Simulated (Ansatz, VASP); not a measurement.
# Eu: VASP beside Ansatz

Contents of INCAR:

```
  PREC = Accurate
  ENCUT = 520
  EDIFF = 1E-6
  ISMEAR = 0
  SIGMA = 0.05
  LREAL = False
  LASPH = True
  NELM = 150
  ALGO = Fast
  ISIF = 2
  LWAVE = False
  LCHARG = True
  ISPIN = 2
  MAGMOM = 7 7
  LORBIT = 11
  LMAXMIX = 6
  GGA = PE
  LELF = True
  LVHAR = True
  NBANDS = 28
```

Contents of KPOINTS:

```
regular mesh
0
Gamma
  8 8 8
```

Contents of POSCAR:

```
Eu
1.0
    4.3820847510      0.0000000000      0.0000000000
    0.0000000000      4.3820847510      0.0000000000
    0.0000000000      0.0000000000      4.3820847510
Eu
2
Direct
    0.0000000000      0.0000000000      0.0000000000
    0.5000000000      0.5000000000      0.5000000000
```

Input for Ansatz:

```yaml
crystal:
  lattice:
    - [4.3820846932, 0.0, 0.0]
    - [0.0, 4.3820846932, 0.0]
    - [0.0, 0.0, 4.3820846932]
  atoms:
    - { symbol: Eu, position: [0.0, 0.0, 0.0], spin: 7.0 }
    - { symbol: Eu, position: [0.5, 0.5, 0.5], spin: 7.0 }
basis:
  ecutwfc: 420
  ecutrho_ratio: 4
kpoints:
  mp_grid: { grid: [8, 8, 8] }
hamiltonian:
  xc: pbe
scf:
  occupations: { method: gaussian, width: 0.05 }
  lower_state_search: "off"
output:
  forces: true
  stress: true
  eigenvalues: true
  populations: true
magnetization:
  spin_polarized: true
```

Alike in both runs: task single point; functional PBE; k mesh 8 × 8 × 8; occupations gaussian, width 0.05 eV; collinear spin.

```csv
,VASP,Ansatz
version,VASP 6.6.1,Ansatz 0.2.0
potentials or method,"VASP PAW PBE potentials, release 64 (Eu), cutoff 520 eV","scalar-relativistic, plane waves, PAW"
valence electrons in the cell,34,34
```

Ansatz gave:

```
gap on the k mesh at the Fermi level (eV)                     : none
pressure (GPa)                                                : 0.0
net moment per atom (μB)                                      : 7.24
size of the moment on the site where the two differ most (μB) : 7.00
```

Problem. Which values does VASP return?

Solution. gap on the k mesh at the Fermi level (eV): none; pressure (GPa): -0.3; net moment per atom (μB): 7.24; size of the moment on the site where the two differ most (μB): 6.66.

Site moments also hang on the region over which each program counts them. A gap of «none» marks a metal or a gap that the smearing closes.

Spin-orbit coupling is off throughout.
